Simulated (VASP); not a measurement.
# NaCl (Amm2) in VASP: single point with PBE

Aim: the single point of NaCl with PBE.

All numbers are computed with VASP 6.6.1; they aren't measurements. Logs are shortened: lines on timing, memory, paths and dates and some standing lists are left out, and cuts for length are marked.

**1. The cell of the first run**

Symmetry: Amm2, No. 38, orthorhombic system. Conventional cell: a = 3.502 Å, b = 4.953 Å, c = 4.953 Å, α = 90.00°, β = 90.00°, γ = 90.00°. Within 3.9 Å of Na (site symmetry mm2) lie 8 Cl at 2.95 to 3.12 Å and 6 Na at 3.50 Å. Cl (site symmetry mm2) has 8 Na at 2.95 to 3.12 Å and 6 Cl at 3.50 Å within 3.9 Å.

**2. Single point, PBE (atom 1 (Na) moved by (-0.100, +0.000) A along [1 1 0] and z)**

The input, INCAR:

```
ALGO     = Normal         # electronic algorithm
EDIFF    = 1E-6           # SCF threshold, eV
ENCUT    = 500            # plane-wave cutoff, eV
GGA      = PE             # functional
GGA_COMPAT= False        
ISIF     = 2              # what is computed and relaxed
ISMEAR   = 0              # smearing method
LASPH    = True           # aspherical terms in the spheres
LCHARG   = False          # write CHGCAR
LREAL    = False          # projectors in reciprocal space
LWAVE    = False          # write WAVECAR
NBANDS   = 14             # bands
NELM     = 120            # most SCF steps
PREC     = Accurate       # precision mode
SIGMA    = 0.05           # smearing width, eV
```

The input, KPOINTS:

```
k-points
0
Gamma
  6 6 6
```

The input, POSCAR:

```
NaCl
1.0
    3.5021900000      0.0000000000      0.0000000000
    0.0000000000      3.5021900000      0.0000000000
    0.0000000000      0.0000000000      3.5021900000
Na Cl
1 1
Direct
   -0.0201904175     -0.0201904175      0.0000000000
    0.5000000000      0.5000000000      0.5000000000
```

Potentials or basis: VASP PAW PBE potentials, release 64 (Na_pv, Cl).

Started as:

```console
$ cat potpaw_PBE.64/Na_pv/POTCAR potpaw_PBE.64/Cl/POTCAR > POTCAR
$ mpirun -np 1 vasp_std > vasp.out
```

OUTCAR:

```text
EDIFF = 1E-6
   ENCUT = 500
   GGA = PE
   ISIF = 2
   ISMEAR = 0
   LASPH = True
   LREAL = False
   NELM = 120
   PREC = Accurate

 ion  position               nearest neighbor table
   1  0.980  0.980  0.000-
   2  0.500  0.500  0.500-

  LATTYP: Found a simple cubic cell.
 ALAT       =     3.5021900000

  Lattice vectors:

 A1 = (   3.5021900000,   0.0000000000,   0.0000000000)
 A2 = (   0.0000000000,   3.5021900000,   0.0000000000)
 A3 = (   0.0000000000,   0.0000000000,   3.5021900000)

Analysis of symmetry for initial positions (statically):
=====================================================================
 Subroutine PRICEL returns:
 Original cell was already a primitive cell.

 Routine SETGRP: Setting up the symmetry group for a
 simple cubic supercell.

 Subroutine GETGRP returns: Found  4 space group operations
 (whereof  4 operations were pure point group operations)
 out of a pool of 48 trial point group operations.

The static configuration has the point symmetry C_2v.

Analysis of symmetry for dynamics (positions and initial velocities):
=====================================================================
 Subroutine PRICEL returns:
 Original cell was already a primitive cell.

 Routine SETGRP: Setting up the symmetry group for a
 simple cubic supercell.

 Subroutine GETGRP returns: Found  4 space group operations
 (whereof  4 operations were pure point group operations)
 out of a pool of 48 trial point group operations.

The dynamic configuration has the point symmetry C_2v.

 Subroutine INISYM returns: Found  4 space group operations
 (whereof  4 operations are pure point group operations),
 and found     1 'primitive' translations

----------------------------------------------------------------------------------------

                                     Primitive cell

  volume of cell :      42.9555

  direct lattice vectors                    reciprocal lattice vectors
     3.502190000  0.000000000  0.000000000     0.285535622  0.000000000  0.000000000
     0.000000000  3.502190000  0.000000000     0.000000000  0.285535622  0.000000000
     0.000000000  0.000000000  3.502190000     0.000000000  0.000000000  0.285535622

  length of vectors
     3.502190000  3.502190000  3.502190000     0.285535622  0.285535622  0.285535622

  position of ions in fractional coordinates (direct lattice)
     0.979809583  0.979809583  0.000000000
     0.500000000  0.500000000  0.500000000

  ion indices of the primitive-cell ions
   primitive index   ion index
                 1           1
                 2           2

----------------------------------------------------------------------------------------

 KPOINTS: k-points

Automatic generation of k-mesh.
 Grid dimensions read from file:
 generate k-points for:    6    6    6

 Generating k-lattice:

  Cartesian coordinates                     Fractional coordinates (reciprocal lattice)
     0.047589270  0.000000000  0.000000000     0.166666667  0.000000000  0.000000000
     0.000000000  0.047589270  0.000000000     0.000000000  0.166666667  0.000000000
     0.000000000  0.000000000  0.047589270     0.000000000  0.000000000  0.166666667

  Length of vectors
     0.047589270  0.047589270  0.047589270

  Shift w.r.t. Gamma in fractional coordinates (k-lattice)
     0.000000000  0.000000000  0.000000000

 Subroutine IBZKPT returns following result:
 ===========================================

 Found     52 irreducible k-points:

 Following reciprocal coordinates:
            Coordinates               Weight
  0.000000  0.000000  0.000000      1.000000
  0.166667  0.000000  0.000000      4.000000
  0.000000  0.000000  0.166667      2.000000
  0.333333  0.000000  0.000000      4.000000
  0.000000  0.000000  0.333333      2.000000
  0.500000  0.000000  0.000000      2.000000
[... 16 lines left out ...]
  0.333333  0.000000  0.500000      4.000000
  0.500000  0.500000  0.000000      1.000000
 [... further k-points ...]
   k-points           NKPTS =     52   k-points in BZ     NKDIM =     52   number of bands    NBANDS=     14
   number of dos      NEDOS =    301   number of ions     NIONS =      2
   total plane-waves  NPLWV =  21952
   dimension x,y,z NGX =    28 NGY =   28 NGZ =   28
   dimension x,y,z NGXF=    56 NGYF=   56 NGZF=   56
   ions per type =               1   1
   NGX,Y,Z   is equivalent  to a cutoff of  13.29, 13.29, 13.29 a.u.
   NGXF,Y,Z  is equivalent  to a cutoff of  26.58, 26.58, 26.58 a.u.
 SYSTEM =  unknown system
   PREC   = accura    normal or accurate (medium, high low for compatibility)
   ISTART =      0    job   : 0-new  1-cont  2-samecut
   ICHARG =      2    charge: 1-file 2-atom 10-const
   ISPIN  =      1    spin polarized calculation?
   LNONCOLLINEAR =      F non collinear calculations
   LSORBIT =      F    spin-orbit coupling
   LASPH  =      T    aspherical Exc in radial PAW
   ENCUT  =  500.0 eV  36.75 Ry    6.06 a.u.   6.39  6.39  6.39*2*pi/ulx,y,z
   NELM   =    120;   NELMIN=  2; NELMDL= -5     # of ELM steps
   EDIFF  = 0.1E-05   stopping-criterion for ELM
   LREAL  =      F    real-space projection
   EDIFFG = 0.1E-04   stopping-criterion for IOM
   NSW    =      0    number of steps for IOM
   IBRION =     -1    ionic relax: 0-MD 1-quasi-New 2-CG
   NFREE  =      0    steps in history (QN), initial steepest desc. (CG)
   ISIF   =      2    stress and relaxation
   ISYM   =      2    0-nonsym 1-usesym 2-fastsym
   POTIM  = 0.5000    time-step for ionic-motion
   TEBEG  =    0.0;   TEEND  =   0.0 temperature during run
   PSTRESS=    0.0 pullay stress
   NELECT =      14.0000    total number of electrons
   NUPDOWN=      -1.0000    fix difference up-down
   EMIN   =  10.00;   EMAX   =-10.00  energy-range for DOS
   EFERMI =   0.00;   METHOD = LEGACY
   ISMEAR =     0;   SIGMA  =   0.05  broadening in eV -4-tet -1-fermi 0-gaus
   EFERMI_NEDOS =   21; number of points for ismear=-14 and -15
   IALGO  =     38    algorithm
   IMIX   =      4    mixing-type and parameters
     AMIX     =   0.40;   BMIX     =  1.00
     AMIX_MAG =   1.60;   BMIX_MAG =  1.00
  volume/ion in A,a.u.               =      21.48       144.94
  Fermi-wavevector in a.u.,A,eV,Ry     =   1.126621  2.129005 17.269530  1.269275
  Thomas-Fermi vector in A             =   2.263304
   LORBIT       =      0    0 simple, 1 ext, 2 COOP (PROOUT), +10 PAW based schemes
   GGA     = PE    functional components
   LHFCALC =     F    Hartree Fock is set to
   AEXX    =    0.0000 exact exchange contribution
   IVDW    =     0    specifies the selected vdW correction
   LEPSILON=     F    determine dielectric tensor
   LRPA    =     F    only Hartree local field effects (RPA)
 non-spin polarized calculation
 Gauss-broadening in eV      SIGMA  =   0.05
  energy-cutoff  :      500.00
  volume of cell :       42.96
 maximum number of plane-waves:      1108
 NGX is ok and might be reduce to    28
   NGX = 13   NGY = 13   NGZ = 13

 number of electron      13.9999985 magnetization

 Free energy of the ion-electron system (eV)
  ---------------------------------------------------
  ext. energy  EPLUGINS =         0.00000000
  ---------------------------------------------------
  free energy    TOTEN  =        -6.46654542 eV

  energy without entropy =       -6.46654542  energy(sigma->0) =       -6.46654542

 E-fermi :   0.6847     XC(G=0):  -8.4305

 val. band max:        0.4218759885   @ k =   0.0000   0.5000   0.5000
 cond. band min:       4.4044997991   @ k =   0.0000   0.0000   0.0000
 fundamental gap:      3.9826238106
 Fermi energy:         0.6847407427

 k-point     1 :       0.0000    0.0000    0.0000
  band No.  band energies     occupation
      1     -21.6444      2.00000
      2     -21.6444      2.00000
      3     -21.6438      2.00000
      4     -12.9540      2.00000
      5      -0.0693      2.00000
      6      -0.0681      2.00000
      7      -0.0675      2.00000
      8       4.4045      0.00000
      9       9.0033      0.00000
     10       9.0107      0.00000
     11      16.0839      0.00000
     12      16.1099      0.00000
     13      16.1275      0.00000
     14      16.3410      0.00000

 k-point     2 :       0.1667    0.0000    0.0000
  band No.  band energies     occupation
      1     -21.6547      2.00000
      2     -21.6435      2.00000
      3     -21.6429      2.00000
      4     -12.8698      2.00000
      5      -0.8586      2.00000
      6      -0.0133      2.00000
      7      -0.0115      2.00000
      8       5.1311      0.00000
      9       9.3065      0.00000
     10       9.5349      0.00000
     11      14.2927      0.00000
     12      14.2941      0.00000
     13      15.5101      0.00000
     14      16.5434      0.00000

 k-point     3 :       0.0000    0.0000    0.1667
  band No.  band energies     occupation
      1     -21.6541      2.00000
      2     -21.6436      2.00000
      3     -21.6435      2.00000
      4     -12.8697      2.00000
      5      -0.8602      2.00000
      6      -0.0122      2.00000
      7      -0.0110      2.00000
      8       5.1307      0.00000
      9       9.3117      0.00000
     10       9.5306      0.00000
     11      14.2771      0.00000
     12      14.3023      0.00000
     13      15.5147      0.00000
     14      16.5538      0.00000
[... 324 lines left out ...]
 k-point    23 :       0.3333    0.0000    0.5000
  band No.  band energies     occupation
      1     -21.6780      2.00000
      2     -21.6674      2.00000
      3     -21.6384      2.00000
      4     -12.4011      2.00000
      5      -2.0293      2.00000
      6      -1.4152      2.00000
      7       0.3554      2.00000
      8       6.6307      0.00000
      9       9.3407      0.00000
     10      11.3234      0.00000
     11      12.0528      0.00000
     12      12.8018      0.00000
     13      13.6424      0.00000
     14      17.3406      0.00000

 k-point    24 :       0.5000    0.5000    0.0000
  band No.  band energies     occupation
      1     -21.6764      2.00000
      2     -21.6763      2.00000
      3     -21.6370      2.00000
      4     -12.3312      2.00000
      5      -1.8357      2.00000
      6      -1.8351      2.00000
      7       0.4198      2.00000
      8       5.9649      0.00000
      9      10.3060      0.00000
     10      11.4528      0.00000
     11      11.4693      0.00000
     12      13.0269      0.00000
     13      13.0337      0.00000
     14      18.0629      0.00000

 [... further k-points ...]

------------------------ aborting loop because EDIFF is reached ----------------------------------------

  FORCE on cell =-STRESS in cart. coord.  units (eV):
  Direction    XX          YY          ZZ          XY          YZ          ZX
  --------------------------------------------------------------------------------------
  -------------------------------------------------------------------------------------
  Total        0.0307116      0.0307116      0.0292953      0.0197101      0.0000000      0.0000000
  in kB        1.1454963      1.1454963      1.0926709      0.7351577      0.0000000      0.0000000
  external PRESSURE =       1.1278878 kB  Pullay stress =       0.0000000 kB

 VOLUME and BASIS-vectors are now :
 -----------------------------------------------------------------------------
  energy-cutoff  :      500.00
  volume of cell :       42.96
      direct lattice vectors                 reciprocal lattice vectors
     3.502190000  0.000000000  0.000000000     0.285535622  0.000000000  0.000000000
     0.000000000  3.502190000  0.000000000     0.000000000  0.285535622  0.000000000
     0.000000000  0.000000000  3.502190000     0.000000000  0.000000000  0.285535622

 POSITION                                       TOTAL-FORCE (eV/Angst)
 -----------------------------------------------------------------------------------
      3.43148      3.43148      0.00000         0.024966      0.024966      0.000000
      1.75110      1.75110      1.75110        -0.024966     -0.024966      0.000000
 -----------------------------------------------------------------------------------
    total drift:                               -0.000462     -0.000462      0.000007

  FREE ENERGIE OF THE ION-ELECTRON SYSTEM (eV)
  ---------------------------------------------------
  free  energy   TOTEN  =        -6.4665454243 eV

  energy  without entropy=       -6.4665454243  energy(sigma->0) =       -6.46654542
```

Wall time 34 s (1 thread of AMD EPYC 7R43 (Zen 3), shared host); peak memory 0.13 GiB.

What came out:

```yaml
Free_energy: -6.4665 eV
Pressure: 0.1 GPa
Largest_force: 0.035 eV/Å
Band_gap_on_the_k_mesh: 3.98 eV (least direct gap 4.47 eV)
```

Forces on the atoms (eV/Å):
```
Na   0.025  0.025  0.000
Cl  -0.025 -0.025  0.000
```

Levels at points of the mesh, in eV from the valence-band top:
```csv
k point,band 5,band 6,band 7,band 8,band 9,band 10
"(0.00, 0.00, 0.00)",-0.49,-0.49,-0.49,3.98,8.58,8.59
"(0.50, 0.00, 0.00)",-2.94,-0.26,-0.25,6.93,8.56,10.50
"(0.00, 0.00, 0.50)",-2.94,-0.26,-0.25,6.93,8.56,10.51
"(0.50, 0.50, 0.00)",-2.26,-2.26,0.00,5.54,9.88,11.03
"(0.00, 0.50, 0.50)",-2.26,-2.26,0.00,5.55,9.89,11.03
"(0.50, 0.50, 0.50)",-1.85,-1.84,-1.84,7.12,7.13,7.14
```

Caveat: the cell differs from its parent crystal (atom 1 (Na) moved by (-0.100, +0.000) A along [1 1 0] and z).
